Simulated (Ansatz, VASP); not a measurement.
## Two plane-wave programs on LiCl

The input INCAR:

```
PREC     = Accurate       # precision mode
ENCUT    = 520            # plane-wave cutoff, eV
EDIFF    = 1E-7           # SCF threshold, eV
ISMEAR   = 0              # smearing method
SIGMA    = 0.05           # smearing width, eV
LREAL    = False          # projectors in reciprocal space
LASPH    = True           # aspherical terms in the spheres
NELM     = 80             # most SCF steps
ALGO     = Normal         # electronic algorithm
ISIF     = 2              # what is computed and relaxed
LWAVE    = False          # write WAVECAR
LCHARG   = False          # write CHGCAR
GGA      = PS             # functional
NBANDS   = 12             # bands
```

KPOINTS

```
Automatic mesh
0
Gamma
  8 8 8
```

Contents of POSCAR:

```
LiCl
1.0
    0.0000000000      2.5006410000      2.6929980000
    2.5006410000      0.0000000000      2.6929980000
    2.5006410000      2.5006410000      0.0000000000
Li Cl
1 1
Direct
    0.0000000000      0.0000000000      0.0000000000
    0.5000000000      0.5000000000      0.5000000000
```

Input for Ansatz:

```yaml
crystal:
  lattice:
    - [0.0, 2.500641, 2.692998]
    - [2.500641, 0.0, 2.692998]
    - [2.500641, 2.500641, 0.0]
  atoms:
    - { symbol: Li, position: [0.0, 0.0, 0.0] }
    - { symbol: Cl, position: [0.5, 0.5, 0.5] }
basis:
  ecutwfc: 420
kpoints:
  mp_grid: { grid: [8, 8, 8] }
hamiltonian:
  xc: pbesol
scf:
  occupations: { method: gaussian, width: 0.05 }
output:
  forces: true
  stress: true
  eigenvalues: true
```

Change from the starting cell: strain -0.025 along x and y, +0.050 along z, atoms carried along.

Alike in both runs: task single point; functional PBEsol; k mesh 8 × 8 × 8; occupations gaussian, width 0.05 eV; no spin polarisation.

|  | VASP | Ansatz |
| --- | --- | --- |
| version | VASP 6.6.1 | Ansatz 0.2.0 |
| potentials or method | VASP PAW PBE potentials, release 64 (Li_sv, Cl), cutoff 520 eV | scalar-relativistic, plane waves, PAW |
| valence electrons in the cell | 10 | 10 |

|  | VASP | Ansatz | Ansatz less VASP |
| --- | --- | --- | --- |
| gap on the k mesh at the Fermi level (eV) | 6.05 | 6.04 | -0.010 |
| least direct gap on the mesh (eV) | 6.05 | 6.04 | -0.010 |

VASP's potentials were made for PBE, not for PBEsol.

Noted on VASP's run: the cutoff is short for stress, so the pressure is rough.
